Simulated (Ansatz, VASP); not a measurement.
## SiMo3 in VASP and in Ansatz

File INCAR:

```
ALGO = Fast ; EDIFF = 1E-6
ENCUT = 520 ; GGA = PE
ISIF = 2 ; ISMEAR = 0
LASPH = True ; LCHARG = True
LELF = True ; LREAL = False
LVHAR = True ; LWAVE = False
NBANDS = 56 ; NELM = 80
PREC = Accurate ; SIGMA = 0.15
```

The input KPOINTS:

```
k-points
0
Gamma
  8 8 8
```

The input POSCAR:

```
SiMo3
1.0
    4.9064535172      0.0000000000      0.0000000000
    0.0000000000      4.9064535172      0.0000000000
    0.0000000000      0.0000000000      4.9064535172
Si Mo
2 6
Direct
    0.0000000000      0.0188331299      0.0000000000
    0.5000000000      0.5188331299      0.5000000000
    0.2500000000      0.0278157090      0.5000000000
    0.5000000000      0.6888560395      0.0000000000
    0.7500000000      0.0278157090      0.5000000000
    0.5000000000      0.1888560395      0.0000000000
    0.0000000000      0.5278157090      0.7500000000
    0.0000000000      0.5278157090      0.2500000000
```

Input for Ansatz:

```yaml
crystal:
  lattice:
    - [4.9064535172, 0.0, 0.0]
    - [0.0, 4.9064535172, 0.0]
    - [0.0, 0.0, 4.9064535172]
  atoms:
    - { symbol: Si, position: [0.0, 0.0188331299, 0.0] }
    - { symbol: Si, position: [0.5, 0.5188331299, 0.5] }
    - { symbol: Mo, position: [0.25, 0.027815709, 0.5] }
    - { symbol: Mo, position: [0.5, 0.6888560395, 0.0] }
    - { symbol: Mo, position: [0.75, 0.027815709, 0.5] }
    - { symbol: Mo, position: [0.5, 0.1888560395, 0.0] }
    - { symbol: Mo, position: [0.0, 0.527815709, 0.75] }
    - { symbol: Mo, position: [0.0, 0.527815709, 0.25] }
basis:
  ecutwfc: 420
kpoints:
  mp_grid: { grid: [8, 8, 8] }
hamiltonian:
  xc: pbe
scf:
  occupations: { method: gaussian, width: 0.15 }
output:
  forces: true
  stress: true
  eigenvalues: true
```

Change from the starting cell: mode 4 (142.1 1/cm) frozen in, largest displacement -0.300 Å.

Alike in both runs: task single point; functional PBE; k mesh 8 × 8 × 8; occupations gaussian, width 0.15 eV; no spin polarisation.

```csv
,VASP,Ansatz
version,VASP 6.6.1,Ansatz 0.2.0
potentials or method,"VASP PAW PBE potentials, release 64 (Si, Mo_sv), cutoff 520 eV","scalar-relativistic, plane waves, PAW"
valence electrons in the cell,92,92
```

```csv
,VASP,Ansatz,Ansatz less VASP
gap on the k mesh at the Fermi level (eV),none,none,-
pressure (GPa),3.6,3.2,-0.49
"traceless stress, the component that is largest in VASP (GPa)",-1.21,-1.19,+0.019
rms of the force components (eV/Å),0.815,0.814,-0.0011
```

Atom by atom the forces differ by 0.001 eV/Å (rms over components). A gap of «none» marks a metal or a gap that the smearing closes. With one functional, cell and mesh, what is left measures potentials, basis and numerics.
